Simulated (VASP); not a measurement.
# TeP2 (Fm-3m) in VASP: further runs

TeP2 is run at these levels: PBE; tasks: single point, relaxation of cell and atoms.

Program: VASP 6.6.1. These are calculated values, not measurements. Logs are shortened: lines on timing, memory, paths and dates and some standing lists are left out, and cuts for length are marked.

**1. The cell of the first run**

It takes space group Fm-3m (No. 225, cubic). The conventional cell has a = 7.113 Å, b = 7.113 Å, c = 7.113 Å, α = 90.00°, β = 90.00°, γ = 90.00°. Within 4.1 Å of Te (site symmetry m-3m) lie 8 P at 3.08 Å. P (site symmetry -43m) has 4 Te at 3.08 Å and 6 P at 3.56 Å within 4.1 Å.

**2. Single point, PBE**

Contents of INCAR:

```
SYSTEM = TeP2
PREC = Accurate ; ENCUT = 520
EDIFF = 1E-7 ; ISMEAR = 0
SIGMA = 0.1 ; LREAL = .FALSE.
LASPH = .TRUE. ; NELM = 60
ALGO = Normal ; ISIF = 2
LWAVE = .FALSE. ; LCHARG = .FALSE.
GGA = PE ; NBANDS = 15
```

Contents of KPOINTS:

```
regular mesh
0
G
  4 4 4
  0 0 0
```

Contents of POSCAR:

```
TeP2
1.0
    0.0000000000      3.5566188000      3.5566188000
    3.5566188000      0.0000000000      3.5566188000
    3.5566188000      3.5566188000      0.0000000000
Te P
1 2
Direct
    0.5000000000      0.5000000000      0.5000000000
    0.2500000000      0.2500000000      0.2500000000
    0.7500000000      0.7500000000      0.7500000000
```

Potentials or basis: VASP PAW PBE potentials, release 64 (Te, P).

Command:

```
> cat potpaw_PBE.64/Te/POTCAR potpaw_PBE.64/P/POTCAR > POTCAR
> mpirun -np 1 vasp_std > vasp.out
```

OUTCAR:

```text
SYSTEM = TeP2
   PREC = Accurate
   ENCUT = 520
   EDIFF = 1E-7
   ISMEAR = 0
   LREAL = .FALSE.
   LASPH = .TRUE.
   NELM = 60
   ISIF = 2
   GGA = PE

 ion  position               nearest neighbor table
   1  0.500  0.500  0.500-   2 3.08   3 3.08   2 3.08   2 3.08   2 3.08   3 3.08   3 3.08   3 3.08

   2  0.250  0.250  0.250-   1 3.08   1 3.08   1 3.08   1 3.08
   3  0.750  0.750  0.750-   1 3.08   1 3.08   1 3.08   1 3.08

  LATTYP: Found a face centered cubic cell.
 ALAT       =     7.1132376000

  Lattice vectors:

 A1 = (   0.0000000000,   3.5566188000,   3.5566188000)
 A2 = (   3.5566188000,   0.0000000000,   3.5566188000)
 A3 = (   3.5566188000,   3.5566188000,   0.0000000000)

Analysis of symmetry for initial positions (statically):
=====================================================================
 Subroutine PRICEL returns:
 Original cell was already a primitive cell.

 Routine SETGRP: Setting up the symmetry group for a
 face centered cubic supercell.

 Subroutine GETGRP returns: Found 48 space group operations
 (whereof 48 operations were pure point group operations)
 out of a pool of 48 trial point group operations.

The static configuration has the point symmetry O_h .

Analysis of symmetry for dynamics (positions and initial velocities):
=====================================================================
 Subroutine PRICEL returns:
 Original cell was already a primitive cell.

 Routine SETGRP: Setting up the symmetry group for a
 face centered cubic supercell.

 Subroutine GETGRP returns: Found 48 space group operations
 (whereof 48 operations were pure point group operations)
 out of a pool of 48 trial point group operations.

The dynamic configuration has the point symmetry O_h .

 Subroutine INISYM returns: Found 48 space group operations
 (whereof 48 operations are pure point group operations),
 and found     1 'primitive' translations

----------------------------------------------------------------------------------------

                                     Primitive cell

  volume of cell :      89.9792

  direct lattice vectors                    reciprocal lattice vectors
     0.000000000  3.556618800  3.556618800    -0.140582960  0.140582960  0.140582960
     3.556618800  0.000000000  3.556618800     0.140582960 -0.140582960  0.140582960
     3.556618800  3.556618800  0.000000000     0.140582960  0.140582960 -0.140582960

  length of vectors
     5.029818543  5.029818543  5.029818543     0.243496830  0.243496830  0.243496830

  position of ions in fractional coordinates (direct lattice)
     0.500000000  0.500000000  0.500000000
     0.250000000  0.250000000  0.250000000
     0.750000000  0.750000000  0.750000000

  ion indices of the primitive-cell ions
   primitive index   ion index
                 1           1
                 2           2
                 3           3

----------------------------------------------------------------------------------------

 KPOINTS: regular mesh

Automatic generation of k-mesh.
 Grid dimensions read from file:
 generate k-points for:    4    4    4

 Generating k-lattice:

  Cartesian coordinates                     Fractional coordinates (reciprocal lattice)
    -0.035145740  0.035145740  0.035145740     0.250000000  0.000000000  0.000000000
     0.035145740 -0.035145740  0.035145740     0.000000000  0.250000000  0.000000000
     0.035145740  0.035145740 -0.035145740     0.000000000  0.000000000  0.250000000

  Length of vectors
     0.060874208  0.060874208  0.060874208

  Shift w.r.t. Gamma in fractional coordinates (k-lattice)
     0.000000000  0.000000000  0.000000000

 Subroutine IBZKPT returns following result:
 ===========================================

 Found      8 irreducible k-points:

 Following reciprocal coordinates:
            Coordinates               Weight
  0.000000  0.000000  0.000000      1.000000
  0.250000  0.000000  0.000000      8.000000
  0.500000  0.000000  0.000000      4.000000
  0.250000  0.250000  0.000000      6.000000
  0.500000  0.250000  0.000000     24.000000
 -0.250000  0.250000  0.000000     12.000000
  0.500000  0.500000  0.000000      3.000000
 -0.250000  0.500000  0.250000      6.000000
   k-points           NKPTS =      8   k-points in BZ     NKDIM =      8   number of bands    NBANDS=     15
   number of dos      NEDOS =    301   number of ions     NIONS =      3
   total plane-waves  NPLWV =  64000
   dimension x,y,z NGX =    40 NGY =   40 NGZ =   40
   dimension x,y,z NGXF=    80 NGYF=   80 NGZF=   80
   ions per type =               1   2
   NGX,Y,Z   is equivalent  to a cutoff of  13.22, 13.22, 13.22 a.u.
   NGXF,Y,Z  is equivalent  to a cutoff of  26.44, 26.44, 26.44 a.u.
 SYSTEM =  TeP2
   PREC   = accura    normal or accurate (medium, high low for compatibility)
   ISTART =      0    job   : 0-new  1-cont  2-samecut
   ICHARG =      2    charge: 1-file 2-atom 10-const
   ISPIN  =      1    spin polarized calculation?
   LNONCOLLINEAR =      F non collinear calculations
   LSORBIT =      F    spin-orbit coupling
   LASPH  =      T    aspherical Exc in radial PAW
   ENCUT  =  520.0 eV  38.22 Ry    6.18 a.u.   9.35  9.35  9.35*2*pi/ulx,y,z
   NELM   =     60;   NELMIN=  2; NELMDL= -5     # of ELM steps
   EDIFF  = 0.1E-06   stopping-criterion for ELM
   LREAL  =      F    real-space projection
   EDIFFG = 0.1E-05   stopping-criterion for IOM
   NSW    =      0    number of steps for IOM
   IBRION =     -1    ionic relax: 0-MD 1-quasi-New 2-CG
   NFREE  =      0    steps in history (QN), initial steepest desc. (CG)
   ISIF   =      2    stress and relaxation
   ISYM   =      2    0-nonsym 1-usesym 2-fastsym
   POTIM  = 0.5000    time-step for ionic-motion
   TEBEG  =    0.0;   TEEND  =   0.0 temperature during run
   PSTRESS=    0.0 pullay stress
   NELECT =      16.0000    total number of electrons
   NUPDOWN=      -1.0000    fix difference up-down
   EMIN   =  10.00;   EMAX   =-10.00  energy-range for DOS
   EFERMI =   0.00;   METHOD = LEGACY
   ISMEAR =     0;   SIGMA  =   0.10  broadening in eV -4-tet -1-fermi 0-gaus
   EFERMI_NEDOS =   21; number of points for ismear=-14 and -15
   IALGO  =     38    algorithm
   IMIX   =      4    mixing-type and parameters
     AMIX     =   0.40;   BMIX     =  1.00
     AMIX_MAG =   1.60;   BMIX_MAG =  1.00
  volume/ion in A,a.u.               =      29.99       202.40
  Fermi-wavevector in a.u.,A,eV,Ry     =   0.920593  1.739668 11.530813  0.847491
  Thomas-Fermi vector in A             =   2.045915
   LORBIT       =      0    0 simple, 1 ext, 2 COOP (PROOUT), +10 PAW based schemes
   GGA     = PE    functional components
   LHFCALC =     F    Hartree Fock is set to
   AEXX    =    0.0000 exact exchange contribution
   IVDW    =     0    specifies the selected vdW correction
   LEPSILON=     F    determine dielectric tensor
   LRPA    =     F    only Hartree local field effects (RPA)
 non-spin polarized calculation
 Gauss-broadening in eV      SIGMA  =   0.10
  energy-cutoff  :      520.00
  volume of cell :       89.98
 maximum number of plane-waves:      2452
 NGX is ok and might be reduce to    40
   NGX = 19   NGY = 19   NGZ = 19

 number of electron      16.0000001 magnetization

 Free energy of the ion-electron system (eV)
  ---------------------------------------------------
  ext. energy  EPLUGINS =         0.00000000
  ---------------------------------------------------
  free energy    TOTEN  =       -10.47796674 eV

  energy without entropy =      -10.46414785  energy(sigma->0) =      -10.47105729

 E-fermi :   3.7107     XC(G=0):  -8.6525

 val. band max:        3.6278692429   @ k =   0.5000   0.5000   0.0000
 cond. band min:       3.7641141181   @ k =   0.2500   0.2500   0.0000
 fundamental gap:      0.1362448752
 Fermi energy:         3.7107365679

 k-point     1 :       0.0000    0.0000    0.0000
  band No.  band energies     occupation
      1      -8.9811      2.00000
      2      -4.4177      2.00000
      3      -3.8550      2.00000
      4       1.1500      2.00000
      5       1.1500      2.00000
      6       1.1500      2.00000
      7       1.8350      2.00000
      8       1.8350      2.00000
      9       1.8350      2.00000
     10       5.1848      0.00000
     11       5.1848      0.00000
     12       5.1848      0.00000
     13       8.8911      0.00000
     14       8.8911      0.00000
     15      10.2169      0.00000

 k-point     2 :       0.2500    0.0000    0.0000
  band No.  band energies     occupation
      1      -8.6259      2.00000
      2      -4.9559      2.00000
      3      -4.4337      2.00000
      4       0.5740      2.00000
      5       0.5740      2.00000
      6       0.8618      2.00000
      7       2.4033      2.00000
      8       2.4033      2.00000
      9       3.7677      0.42069
     10       5.0858      0.00000
     11       5.2523      0.00000
     12       5.2523      0.00000
     13      10.0574      0.00000
     14      10.0574      0.00000
     15      10.7367      0.00000

 k-point     3 :       0.5000    0.0000    0.0000
  band No.  band energies     occupation
      1      -8.0742      2.00000
      2      -5.9329      2.00000
      3      -4.6685      2.00000
      4       0.2821      2.00000
      5       0.2821      2.00000
      6       1.2637      2.00000
      7       2.5221      2.00000
      8       2.5221      2.00000
      9       4.1193      0.00000
     10       5.8140      0.00000
     11       5.8140      0.00000
     12       6.1026      0.00000
     13      10.1780      0.00000
     14      10.3960      0.00000
     15      10.3960      0.00000

 k-point     4 :       0.2500    0.2500    0.0000
  band No.  band energies     occupation
      1      -8.4968      2.00000
      2      -4.8773      2.00000
      3      -4.8147      2.00000
      4      -0.0876      2.00000
      5      -0.0876      2.00000
      6       1.8142      2.00000
      7       3.2191      2.00000
      8       3.3789      2.00000
      9       3.3789      2.00000
     10       3.7641      0.45033
     11       5.8830      0.00000
     12       5.8830      0.00000
     13       9.5152      0.00000
     14      10.2743      0.00000
     15      11.3314      0.00000

 k-point     5 :       0.5000    0.2500    0.0000
  band No.  band energies     occupation
      1      -7.8969      2.00000
      2      -5.7680      2.00000
      3      -5.2212      2.00000
      4      -0.2837      2.00000
      5      -0.0726      2.00000
      6       1.6665      2.00000
      7       3.0558      2.00000
      8       3.5756      1.94407
      9       4.0723      0.00000
     10       5.6213      0.00000
     11       5.8755      0.00000
     12       5.9673      0.00000
     13       9.6524      0.00000
     14      10.8601      0.00000
     15      11.8683      0.00000

 k-point     6 :      -0.2500    0.2500    0.0000
  band No.  band energies     occupation
      1      -8.1268      2.00000
      2      -5.3502      2.00000
      3      -5.2523      2.00000
      4       0.2166      2.00000
      5       0.2892      2.00000
      6       0.8667      2.00000
      7       2.8727      2.00000
      8       3.4378      1.99989
      9       4.2550      0.00000
     10       5.0881      0.00000
     11       5.1575      0.00000
     12       6.4336      0.00000
     13       9.2721      0.00000
     14      10.9806      0.00000
     15      11.4120      0.00000

 k-point     7 :       0.5000    0.5000    0.0000
  band No.  band energies     occupation
      1      -7.6081      2.00000
      2      -6.1944      2.00000
      3      -5.1383      2.00000
      4      -0.6511      2.00000
      5      -0.6511      2.00000
      6       1.9237      2.00000
      7       3.6279      1.75877
      8       4.5273      0.00000
      9       4.5273      0.00000
     10       5.0890      0.00000
     11       6.1692      0.00000
     12       6.1692      0.00000
     13       9.2059      0.00000
     14      10.7450      0.00000
     15      11.3858      0.00000

 k-point     8 :      -0.2500    0.5000    0.2500
  band No.  band energies     occupation
      1      -7.6048      2.00000
      2      -5.7525      2.00000
      3      -5.7525      2.00000
      4      -0.8371      2.00000
      5       1.0133      2.00000
      6       1.0133      2.00000
      7       2.6448      2.00000
      8       4.6876      0.00000
      9       4.8913      0.00000
     10       5.0960      0.00000
     11       5.8179      0.00000
     12       5.8179      0.00000
     13      10.0748      0.00000
     14      11.4040      0.00000
     15      11.4066      0.00000

------------------------ aborting loop because EDIFF is reached ----------------------------------------

  FORCE on cell =-STRESS in cart. coord.  units (eV):
  Direction    XX          YY          ZZ          XY          YZ          ZX
  --------------------------------------------------------------------------------------
  -------------------------------------------------------------------------------------
  Total       -4.9928694     -4.9928694     -4.9928694      0.0000000      0.0000000      0.0000000
  in kB      -88.9034945    -88.9034945    -88.9034945      0.0000000      0.0000000      0.0000000
  external PRESSURE =     -88.9034945 kB  Pullay stress =       0.0000000 kB

 VOLUME and BASIS-vectors are now :
 -----------------------------------------------------------------------------
  energy-cutoff  :      520.00
  volume of cell :       89.98
      direct lattice vectors                 reciprocal lattice vectors
     0.000000000  3.556618800  3.556618800    -0.140582960  0.140582960  0.140582960
     3.556618800  0.000000000  3.556618800     0.140582960 -0.140582960  0.140582960
     3.556618800  3.556618800  0.000000000     0.140582960  0.140582960 -0.140582960

 POSITION                                       TOTAL-FORCE (eV/Angst)
 -----------------------------------------------------------------------------------
      3.55662      3.55662      3.55662        -0.000000     -0.000000      0.000000
      1.77831      1.77831      1.77831         0.000000      0.000000      0.000000
      5.33493      5.33493      5.33493        -0.000000     -0.000000     -0.000000
 -----------------------------------------------------------------------------------
    total drift:                               -0.000000      0.000000      0.000000

  FREE ENERGIE OF THE ION-ELECTRON SYSTEM (eV)
  ---------------------------------------------------
  free  energy   TOTEN  =       -10.4779667355 eV

  energy  without entropy=      -10.4641478463  energy(sigma->0) =      -10.47105729
```

Wall time 10 s (1 thread of Intel Xeon 6975P-C (Granite Rapids), shared host); peak memory 0.23 GiB.

What came out:

```yaml
Free_energy: -10.4780 eV
Pressure: -8.9 GPa
Band_gap_on_the_k_mesh: zero (band 8 reaches 4.69 eV, above the bottom of band 9 at 1.83 eV)
```

Levels at points of the mesh, in eV from the Fermi level:
```csv
k point,band 5,band 6,band 7,band 8,band 9,band 10,band 11,band 12
"(0.00, 0.00, 0.00)",-2.56,-2.56,-1.88,-1.88,-1.88,1.47,1.47,1.47
"(0.50, 0.00, 0.00)",-3.43,-2.45,-1.19,-1.19,0.41,2.10,2.10,2.39
"(0.50, 0.50, 0.00)",-4.36,-1.79,-0.08,0.82,0.82,1.38,2.46,2.46
```

Caveat: the k points lie up to 0.38 Å⁻¹ apart; spin-orbit coupling is left out, which moves the levels of the heavy elements.

**3. Relaxation of cell and atoms, PBE**

Contents of INCAR:

```
SYSTEM = TeP2
ALGO = Normal
EDIFF = 1E-6
EDIFFG = -0.04
ENCUT = 600
GGA = PE
IBRION = 2
ISIF = 3
ISMEAR = 0
LASPH = .True.
LCHARG = .False.
LREAL = .False.
LWAVE = .False.
NELM = 60
NSW = 90
PREC = Accurate
SIGMA = 0.1
```

Contents of KPOINTS:

```
k-points
0
Gamma
  4 4 4
  0 0 0
```

POSCAR is that of step 2.

Potentials or basis: VASP PAW PBE potentials, release 64 (Te, P).

Command:

```
> cat potpaw_PBE.64/Te/POTCAR potpaw_PBE.64/P/POTCAR > POTCAR
> mpirun -np 1 vasp_std > vasp.out
```

Run time: 21 s. Hardware: 1 thread of Intel Xeon 6975P-C (Granite Rapids), shared host; peak memory 0.24 GiB.

It converged, with:

```yaml
Free_energy: -11.2387 eV
Relaxed_volume: 23.08 Å³/atom
Relaxed_cell: a = 4.609 Å, b = 4.609 Å, c = 4.609 Å, α = 60.00°, β = 60.00°, γ = 60.00°
Space_group_after_relaxing_to_0.05_Å: Fm-3m (No. 225)
Energy_gained_by_relaxing: 253.6 meV/atom
Ionic_steps: 3
Pressure_after_relaxing: -0.1 GPa
Band_gap_on_the_k_mesh: zero (band 8 reaches 7.72 eV, above the bottom of band 9 at 3.75 eV)
```

The path:
| step | energy change (eV) | largest force (eV/Å) | pressure (GPa) | volume (Å³) |
| --- | --- | --- | --- | --- |
| 1 | 0.0000 | 0.0000 | -8.88 | 89.98 |
| 2 | -0.7588 | 0.0000 | -0.75 | 70.02 |
| 3 | -0.7608 | 0.0000 | -0.07 | 69.25 |

Final structure:
```
Te P
1.0
     0.00000    3.25932    3.25932
     3.25932    0.00000    3.25932
     3.25932    3.25932    0.00000
Te P
1 2
Cartesian
  3.2593 3.2593 3.2593
  1.6297 1.6297 1.6297
  4.8890 4.8890 4.8890
```

Levels at points of the mesh, in eV from the Fermi level:
```tsv
k point	band 6	band 7	band 8	band 9	band 10	band 11
(0.00, 0.00, 0.00)	-3.36	-2.77	-2.77	-2.77	1.57	1.57
(0.50, 0.00, 0.00)	-2.67	-1.95	-1.95	1.04	2.70	2.70
(0.50, 0.50, 0.00)	-2.45	0.97	1.04	1.04	1.90	3.35
```

Caveat: the k points lie up to 0.42 Å⁻¹ apart in the final cell; the volume moved by over 15 % at a fixed basis, so the end points are rough; spin-orbit coupling is left out, which moves the levels of the heavy elements.
